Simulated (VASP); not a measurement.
# Zn2CdSe3 (I-4m2) in VASP: single point with PBE

Aim: the single point of Zn2CdSe3 with PBE.

Everything below comes from runs of VASP 6.6.1. Logs are shortened: lines on timing, memory, paths and dates and some standing lists are left out, and cuts for length are marked.

### 1 The cell of the first run

It takes space group I-4m2 (No. 119, tetragonal). The conventional cell has a = 4.145 Å, b = 4.145 Å, c = 17.797 Å, α = 90.00°, β = 90.00°, γ = 90.00°. Within 3.3 Å of Zn (site symmetry 2mm) lie 4 Se at 2.49 to 2.50 Å. Cd (site symmetry -4m2) has 4 Se at 2.66 Å within 3.5 Å. Se (site symmetry -4m2) has 4 Zn at 2.50 Å within 3.3 Å. Se (site symmetry 2mm) has 2 Zn at 2.49 Å and 2 Cd at 2.66 Å within 3.3 Å.

### 2 Single point, PBE

INCAR

```
SYSTEM = Zn2CdSe3
  PREC = Accurate
  ENCUT = 520
  EDIFF = 1E-6
  ISMEAR = 0
  SIGMA = 0.02
  LREAL = .FALSE.
  LASPH = .TRUE.
  NELM = 100
  ALGO = Normal
  ISIF = 2
  LWAVE = .FALSE.
  LCHARG = .TRUE.
  GGA = PE
  LELF = .TRUE.
  LVHAR = .TRUE.
  NBANDS = 36
```

KPOINTS

```
Automatic mesh
0
G
  10 10 10
  0 0 0
```

POSCAR

```
Zn2CdSe3
1.0
   -2.0723532146      2.0723532146      8.8985989849
    2.0723532146     -2.0723532146      8.8985989849
    2.0723532146      2.0723532146     -8.8985989849
Zn Cd Se
2 1 3
Direct
    0.6715212337      0.6715212337      0.0000000000
    0.3284787663      0.3284787663      0.0000000000
    0.0000000000      0.0000000000      0.0000000000
    0.7500000000      0.2500000000      0.5000000000
    0.0936110629      0.5936110629      0.5000000000
    0.4063889371      0.9063889371      0.5000000000
```

Potentials or basis: VASP PAW PBE potentials, release 64 (Zn, Cd, Se).

Command:

```sh
$ cat potpaw_PBE.64/Zn/POTCAR potpaw_PBE.64/Cd/POTCAR potpaw_PBE.64/Se/POTCAR > POTCAR
$ mpirun -np 1 vasp_std > vasp.out
```

OUTCAR:

```text
SYSTEM = Zn2CdSe3
   PREC = Accurate
   ENCUT = 520
   EDIFF = 1E-6
   ISMEAR = 0
   LREAL = .FALSE.
   LASPH = .TRUE.
   NELM = 100
   ISIF = 2
   GGA = PE

 ion  position               nearest neighbor table
   1  0.672  0.672  0.000-   5 2.49   5 2.49   4 2.50   4 2.50
   2  0.328  0.328  0.000-   6 2.49   6 2.49   4 2.50   4 2.50
   3  0.000  0.000  0.000-   5 2.66   6 2.66   5 2.66   6 2.66
   4  0.750  0.250  0.500-   2 2.50   1 2.50   2 2.50   1 2.50
   5  0.094  0.594  0.500-   1 2.49   1 2.49   3 2.66   3 2.66
   6  0.406  0.906  0.500-   2 2.49   2 2.49   3 2.66   3 2.66

  LATTYP: Found a body centered tetragonal cell.
 ALAT       =     4.1447064292
 C/A-ratio  =     4.2939586371

  Lattice vectors:

 A1 = (  -2.0723532146,   2.0723532146,   8.8985989849)
 A2 = (   2.0723532146,  -2.0723532146,   8.8985989849)
 A3 = (   2.0723532146,   2.0723532146,  -8.8985989849)

Analysis of symmetry for initial positions (statically):
=====================================================================
 Subroutine PRICEL returns:
 Original cell was already a primitive cell.

 Routine SETGRP: Setting up the symmetry group for a
 body centered tetragonal supercell.

 Subroutine GETGRP returns: Found  8 space group operations
 (whereof  8 operations were pure point group operations)
 out of a pool of 16 trial point group operations.

The static configuration has the point symmetry D_2d.

Analysis of symmetry for dynamics (positions and initial velocities):
=====================================================================
 Subroutine PRICEL returns:
 Original cell was already a primitive cell.

 Routine SETGRP: Setting up the symmetry group for a
 body centered tetragonal supercell.

 Subroutine GETGRP returns: Found  8 space group operations
 (whereof  8 operations were pure point group operations)
 out of a pool of 16 trial point group operations.

The dynamic configuration has the point symmetry D_2d.

 Subroutine INISYM returns: Found  8 space group operations
 (whereof  8 operations are pure point group operations),
 and found     1 'primitive' translations

----------------------------------------------------------------------------------------

                                     Primitive cell

  volume of cell :     152.8654

  direct lattice vectors                    reciprocal lattice vectors
    -2.072353215  2.072353215  8.898598985     0.000000000  0.241271612  0.056188620
     2.072353215 -2.072353215  8.898598985     0.241271612  0.000000000  0.056188620
     2.072353215  2.072353215 -8.898598985     0.241271612  0.241271612  0.000000000

  length of vectors
     9.368797126  9.368797126  9.368797126     0.247727979  0.247727979  0.341209585

  position of ions in fractional coordinates (direct lattice)
     0.671521234  0.671521234  0.000000000
     0.328478766  0.328478766  0.000000000
     0.000000000  0.000000000  0.000000000
     0.750000000  0.250000000  0.500000000
     0.093611063  0.593611063  0.500000000
     0.406388937  0.906388937  0.500000000

  ion indices of the primitive-cell ions
   primitive index   ion index
                 1           1
                 2           2
                 3           3
                 4           4
                 5           5
                 6           6

----------------------------------------------------------------------------------------

 KPOINTS: Automatic mesh

Automatic generation of k-mesh.
 Grid dimensions read from file:
 generate k-points for:   10   10   10

 Generating k-lattice:

  Cartesian coordinates                     Fractional coordinates (reciprocal lattice)
     0.000000000  0.024127161  0.005618862     0.100000000  0.000000000  0.000000000
     0.024127161  0.000000000  0.005618862     0.000000000  0.100000000  0.000000000
     0.024127161  0.024127161  0.000000000     0.000000000  0.000000000  0.100000000

  Length of vectors
     0.024772798  0.024772798  0.034120959

  Shift w.r.t. Gamma in fractional coordinates (k-lattice)
     0.000000000  0.000000000  0.000000000

 Subroutine IBZKPT returns following result:
 ===========================================

 Found    102 irreducible k-points:

 Following reciprocal coordinates:
            Coordinates               Weight
  0.000000  0.000000  0.000000      1.000000
  0.100000 -0.000000  0.000000      8.000000
  0.200000 -0.000000  0.000000      8.000000
  0.300000  0.000000 -0.000000      8.000000
  0.400000 -0.000000  0.000000      8.000000
  0.500000 -0.000000  0.000000      4.000000
[... 16 lines left out ...]
  0.300000  0.300000  0.000000      8.000000
  0.400000  0.300000  0.000000     16.000000
 [... further k-points ...]
   k-points           NKPTS =    102   k-points in BZ     NKDIM =    102   number of bands    NBANDS=     36
   number of dos      NEDOS =    301   number of ions     NIONS =      6
   total plane-waves  NPLWV = 343000
   dimension x,y,z NGX =    70 NGY =   70 NGZ =   70
   dimension x,y,z NGXF=   140 NGYF=  140 NGZF=  140
   ions per type =               2   1   3
   NGX,Y,Z   is equivalent  to a cutoff of  12.42, 12.42, 12.42 a.u.
   NGXF,Y,Z  is equivalent  to a cutoff of  24.84, 24.84, 24.84 a.u.
 SYSTEM =  Zn2CdSe3
   PREC   = accura    normal or accurate (medium, high low for compatibility)
   ISTART =      0    job   : 0-new  1-cont  2-samecut
   ICHARG =      2    charge: 1-file 2-atom 10-const
   ISPIN  =      1    spin polarized calculation?
   LNONCOLLINEAR =      F non collinear calculations
   LSORBIT =      F    spin-orbit coupling
   LASPH  =      T    aspherical Exc in radial PAW
   ENCUT  =  520.0 eV  38.22 Ry    6.18 a.u.  17.42 17.42 17.42*2*pi/ulx,y,z
   NELM   =    100;   NELMIN=  2; NELMDL= -5     # of ELM steps
   EDIFF  = 0.1E-05   stopping-criterion for ELM
   LREAL  =      F    real-space projection
   EDIFFG = 0.1E-04   stopping-criterion for IOM
   NSW    =      0    number of steps for IOM
   IBRION =     -1    ionic relax: 0-MD 1-quasi-New 2-CG
   NFREE  =      0    steps in history (QN), initial steepest desc. (CG)
   ISIF   =      2    stress and relaxation
   ISYM   =      2    0-nonsym 1-usesym 2-fastsym
   POTIM  = 0.5000    time-step for ionic-motion
   TEBEG  =    0.0;   TEEND  =   0.0 temperature during run
   PSTRESS=    0.0 pullay stress
   NELECT =      54.0000    total number of electrons
   NUPDOWN=      -1.0000    fix difference up-down
   EMIN   =  10.00;   EMAX   =-10.00  energy-range for DOS
   EFERMI =   0.00;   METHOD = LEGACY
   ISMEAR =     0;   SIGMA  =   0.02  broadening in eV -4-tet -1-fermi 0-gaus
   EFERMI_NEDOS =   21; number of points for ismear=-14 and -15
   IALGO  =     38    algorithm
   IMIX   =      4    mixing-type and parameters
     AMIX     =   0.40;   BMIX     =  1.00
     AMIX_MAG =   1.60;   BMIX_MAG =  1.00
  volume/ion in A,a.u.               =      25.48       171.93
  Fermi-wavevector in a.u.,A,eV,Ry     =   1.157274  2.186932 18.222066  1.339284
  Thomas-Fermi vector in A             =   2.293887
   LORBIT       =      0    0 simple, 1 ext, 2 COOP (PROOUT), +10 PAW based schemes
   GGA     = PE    functional components
   LHFCALC =     F    Hartree Fock is set to
   AEXX    =    0.0000 exact exchange contribution
   IVDW    =     0    specifies the selected vdW correction
   LEPSILON=     F    determine dielectric tensor
   LRPA    =     F    only Hartree local field effects (RPA)
 non-spin polarized calculation
 Gauss-broadening in eV      SIGMA  =   0.02
  energy-cutoff  :      520.00
  volume of cell :      152.87
 maximum number of plane-waves:      4138
 NGX is ok and might be reduce to    70
   NGX = 35   NGY = 35   NGZ = 35

 number of electron      53.9999997 magnetization

 Free energy of the ion-electron system (eV)
  ---------------------------------------------------
  ext. energy  EPLUGINS =         0.00000000
  ---------------------------------------------------
  free energy    TOTEN  =       -17.49537918 eV

  energy without entropy =      -17.49537918  energy(sigma->0) =      -17.49537918

 E-fermi :   1.1879     XC(G=0):  -8.9967

 val. band max:        1.0879540038   @ k =   0.0000   0.0000   0.0000
 cond. band min:       1.9108163519   @ k =   0.0000   0.0000   0.0000
 fundamental gap:      0.8228623481
 Fermi energy:         1.1879233910

 k-point     1 :       0.0000    0.0000    0.0000
  band No.  band energies     occupation
      1     -11.7535      2.00000
      2     -11.2192      2.00000
      3     -11.0641      2.00000
      4      -6.7026      2.00000
      5      -6.7026      2.00000
      6      -6.6665      2.00000
[... 28 lines left out ...]
     35       6.9471      0.00000
     36       8.8837      0.00000

 k-point     2 :       0.1000   -0.0000    0.0000
  band No.  band energies     occupation
      1     -11.7170      2.00000
      2     -11.2134      2.00000
      3     -11.0515      2.00000
      4      -6.7082      2.00000
      5      -6.7009      2.00000
      6      -6.6387      2.00000
[... 28 lines left out ...]
     35       7.1248      0.00000
     36       8.4872      0.00000

 k-point     3 :       0.2000   -0.0000    0.0000
  band No.  band energies     occupation
      1     -11.6146      2.00000
      2     -11.1948      2.00000
      3     -11.0268      2.00000
      4      -6.7043      2.00000
      5      -6.6964      2.00000
      6      -6.5831      2.00000
[... 28 lines left out ...]
     35       7.4947      0.00000
     36       7.9881      0.00000
[... 742 lines left out ...]
 k-point    23 :       0.3000    0.3000    0.0000
  band No.  band energies     occupation
      1     -11.2286      2.00000
      2     -11.0875      2.00000
      3     -10.9503      2.00000
      4      -6.6337      2.00000
      5      -6.6167      2.00000
      6      -6.5573      2.00000
[... 28 lines left out ...]
     35       7.9815      0.00000
     36       8.3685      0.00000

 k-point    24 :       0.4000    0.3000    0.0000
  band No.  band energies     occupation
      1     -11.1126      2.00000
      2     -11.0381      2.00000
      3     -10.9616      2.00000
      4      -6.6099      2.00000
      5      -6.5909      2.00000
      6      -6.5688      2.00000
[... 28 lines left out ...]
     35       8.1123      0.00000
     36       8.8044      0.00000

 [... further k-points ...]

------------------------ aborting loop because EDIFF is reached ----------------------------------------

  FORCE on cell =-STRESS in cart. coord.  units (eV):
  Direction    XX          YY          ZZ          XY          YZ          ZX
  --------------------------------------------------------------------------------------
  -------------------------------------------------------------------------------------
  Total        0.2325384      0.2325384      0.2466542      0.0000000      0.0000000     -0.0000000
  in kB        2.4372277      2.4372277      2.5851750      0.0000000      0.0000000     -0.0000000
  external PRESSURE =       2.4865434 kB  Pullay stress =       0.0000000 kB

 VOLUME and BASIS-vectors are now :
 -----------------------------------------------------------------------------
  energy-cutoff  :      520.00
  volume of cell :      152.87
      direct lattice vectors                 reciprocal lattice vectors
    -2.072353215  2.072353215  8.898598985     0.000000000  0.241271612  0.056188620
     2.072353215 -2.072353215  8.898598985     0.241271612  0.000000000  0.056188620
     2.072353215  2.072353215 -8.898598985     0.241271612  0.241271612  0.000000000

 POSITION                                       TOTAL-FORCE (eV/Angst)
 -----------------------------------------------------------------------------------
      0.00000      0.00000     11.95120        -0.000000     -0.000000     -0.002826
      0.00000      0.00000      5.84600        -0.000000     -0.000000      0.002826
      0.00000      0.00000      0.00000        -0.000000     -0.000000      0.000000
     -0.00000      2.07235      4.44930        -0.000000     -0.000000      0.000000
      2.07235      0.00000      1.66601         0.000000      0.000000      0.016673
      2.07235      0.00000      7.23258         0.000000      0.000000     -0.016673
 -----------------------------------------------------------------------------------
    total drift:                                0.000002     -0.000002      0.000000

  FREE ENERGIE OF THE ION-ELECTRON SYSTEM (eV)
  ---------------------------------------------------
  free  energy   TOTEN  =       -17.4953791833 eV

  energy  without entropy=      -17.4953791833  energy(sigma->0) =      -17.49537918
```

It took 59 min on 1 thread of Intel Xeon 8259CL, shared host; peak memory 1 GiB.

Results:

- Free energy: -17.4954 eV
- Pressure: 0.2 GPa
- Largest force: 0.017 eV/Å
- Band gap on the k mesh: 0.82 eV

Forces in eV/Å, atoms in the order of the input:
```
Zn   0.000  0.000 -0.003
Zn   0.000  0.000  0.003
Cd   0.000  0.000  0.000
Se   0.000  0.000  0.000
Se   0.000  0.000  0.017
Se   0.000  0.000 -0.017
```

A k mesh can miss the band edges.
